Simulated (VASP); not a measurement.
**SnRu4: single point with PBE**

Crystal: SnRu4.

```
Sn Ru
1.0
     6.16289    0.00000    0.00000
     0.00000    6.16289    0.00000
     0.00000    0.00000    2.67560
Sn Ru
1 4
Direct
  0.50000 0.50000 0.50000
  0.18703 0.18703 0.50000
  0.81297 0.81297 0.50000
  0.18703 0.81297 0.50000
  0.81297 0.18703 0.50000
```

The cell was built from a structure type or drawn by symmetry, and may not be a known phase.

```yaml
Program: VASP 6.6.1
Task: single point
Functional: PBE
Potentials_or_basis: VASP PAW PBE potentials, release 64 (Sn_d, Ru_pv)
Cutoff: 520 eV
k_mesh: 6 × 6 × 14
Occupations: gaussian, width 0.1 eV
Spin: no spin polarisation
Dipole_correction: no
Further_INCAR_settings: ALGO = Fast; EDIFF = 1e-06; NBANDS = 43
```

```yaml
Pressure: 0.2 GPa
Largest_force: 0.066 eV/Å
Band_gap_on_the_k_mesh: zero (bands 35 and 36 overlap by 1.18 eV)
```

Forces on the atoms (eV/Å):
```
Sn   0.000  0.000  0.000
Ru   0.046  0.046  0.000
Ru  -0.046 -0.046  0.000
Ru   0.046 -0.046  0.000
Ru  -0.046  0.046  0.000
```

Stress tensor (GPa, compression positive):
```
 0.32  0.00  0.00
 0.00  0.32  0.00
 0.00  0.00 -0.07
```

Levels at points of the mesh, in eV from the Fermi level:
```tsv
k point	band 31	band 32	band 33	band 34	band 35	band 36	band 37	band 38	band 39	band 40
(0.00, 0.00, 0.00)	-1.09	-0.76	-0.76	0.12	0.12	0.27	0.57	1.07	1.07	1.25
(0.50, 0.00, 0.00)	-1.35	-1.08	-1.06	-0.79	-0.72	0.95	0.95	1.06	1.07	1.22
(0.50, 0.50, 0.00)	-2.11	-1.33	-1.03	-0.73	-0.73	-0.01	0.99	0.99	1.11	1.47
(0.00, 0.00, 0.50)	-1.43	-1.25	-1.14	-0.33	1.02	1.54	1.54	2.13	2.40	2.53
(0.50, 0.00, 0.50)	-0.98	-0.88	-0.87	-0.57	-0.43	1.34	1.53	1.90	2.26	2.40
(0.50, 0.50, 0.50)	-1.62	-1.62	-0.60	-0.51	-0.51	0.14	1.13	1.92	2.50	3.04
```

Run time: 2.1 min on 1 thread of Intel(R) Xeon(R) 6975P-C (Granite Rapids) (shared host), peak memory 0.39 GiB.

Caveat: spin-orbit coupling is left out, which moves the levels of the heavy elements.
